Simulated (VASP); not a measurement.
A run of VASP 6.6.1 is set up as follows.

Contents of INCAR:

```
SYSTEM = Cr
PREC     = Accurate       ! precision mode
ENCUT    = 700            ! plane-wave cutoff, eV
EDIFF    = 1E-6           ! SCF threshold, eV
ISMEAR   = -1             ! smearing method
SIGMA    = 0.05           ! smearing width, eV
LREAL    = .False.        ! projectors in reciprocal space
LASPH    = .True.         ! aspherical terms in the spheres
NELM     = 200            ! most SCF steps
ALGO     = Normal         ! electronic algorithm
ISIF     = 2              ! what is computed and relaxed
LWAVE    = .False.        ! write WAVECAR
LCHARG   = .False.        ! write CHGCAR
ISPIN    = 2              ! spin polarisation
MAGMOM   = 4.5 4.5        ! initial moments
LORBIT   = 11             ! projections on sites
NUPDOWN  = 9.0            ! fixed moment
LMAXMIX  = 4              ! l up to which the mixer works
GGA      = PE             ! functional
NBANDS   = 25             ! bands
GGA_COMPAT= .False.
```

Contents of KPOINTS:

```
Automatic mesh
0
Gamma
  9 9 5
  0 0 0
```

Contents of POSCAR:

```
Cr
1.0
    2.7140000000      0.0000000000      0.0000000000
   -1.3570000000      2.3503929459      0.0000000000
    0.0000000000      0.0000000000      4.4100000000
Cr
2
Direct
    0.6666666667      0.3333333333      0.7500000000
    0.3333333333      0.6666666667      0.2500000000
```

Potentials or basis: VASP PAW PBE potentials, release 64 (Cr_sv).

Launch:

```bash
$ cat potpaw_PBE.64/Cr_sv/POTCAR > POTCAR
$ mpirun -np 1 vasp_std > vasp.out
```

Problem. What does it give for the pressure?

Solution. 50.7 GPa.

Stress tensor (GPa, compression positive):
```
49.44  0.00  0.00
 0.00 49.44  0.00
 0.00  0.00 53.12
```

Caveat: the cell stands under pressure; the total moment is fixed, so each spin has its own Fermi level and the state may be an excited one.
